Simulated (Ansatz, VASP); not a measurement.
## One calculation of Mn, two programs

Contents of INCAR:

```
SYSTEM = Mn
ALGO = Normal
EDIFF = 1E-6
ENCUT = 520
GGA = RP
ISIF = 2
ISMEAR = -1
LASPH = .TRUE.
LCHARG = .FALSE.
LREAL = .FALSE.
LWAVE = .FALSE.
NBANDS = 12
NELM = 60
PREC = Accurate
SIGMA = 0.1
```

The input KPOINTS:

```
k-points
0
G
  15 15 15
  0 0 0
```

The input POSCAR:

```
Mn
1.0
    2.3327785364      0.0000000000      0.0000000000
    0.0000000000      2.3327785364      0.0000000000
    0.0000000000      0.0000000000      2.3327785364
Mn
1
Direct
    0.0000000000      0.0000000000      0.0000000000
```

Input for Ansatz:

```yaml
crystal:
  lattice:
    - [2.3327785364, 0.0, 0.0]
    - [0.0, 2.3327785364, 0.0]
    - [0.0, 0.0, 2.3327785364]
  atoms:
    - { symbol: Mn, position: [0.0, 0.0, 0.0] }
hamiltonian:
  xc: rpbe
  pseudopotentials:
    kind: paw
    azcp:
      Mn: "pseudopotentials/Mn.paw.azcp"
basis:
  ecutwfc: 420
  fft_grid_basis: typed
kpoints:
  mp_grid: { grid: [15, 15, 15], shift: [0, 0, 0] }
magnetization:
  spin_polarized: false
scf:
  occupations: { method: fermi_dirac, width: 0.1 }
  lower_state_search: "off"
output:
  stress: true
```

Alike in both runs: task single point; functional RPBE; k mesh 15 × 15 × 15; occupations fermi-dirac, width 0.1 eV; no spin polarisation.

|  | VASP | Ansatz |
| --- | --- | --- |
| version | VASP 6.6.1 | Ansatz 0.2.0 |
| potentials or method | VASP PAW PBE potentials, release 64 (Mn_pv), cutoff 520 eV | plane waves (420 eV) with PAW, scalar-relativistic |
| valence electrons in the cell | 13 | 15 |

```tsv
	VASP	Ansatz	Ansatz less VASP
pressure (GPa)	-6.9	-7.1	-0.18
```

VASP's potentials were made for PBE, not for RPBE. With one functional, cell and mesh, what is left measures potentials, basis and numerics. VASP's potentials hold 13 valence electrons a cell and Ansatz's 15, so a difference there can come from the potentials and not from the codes.
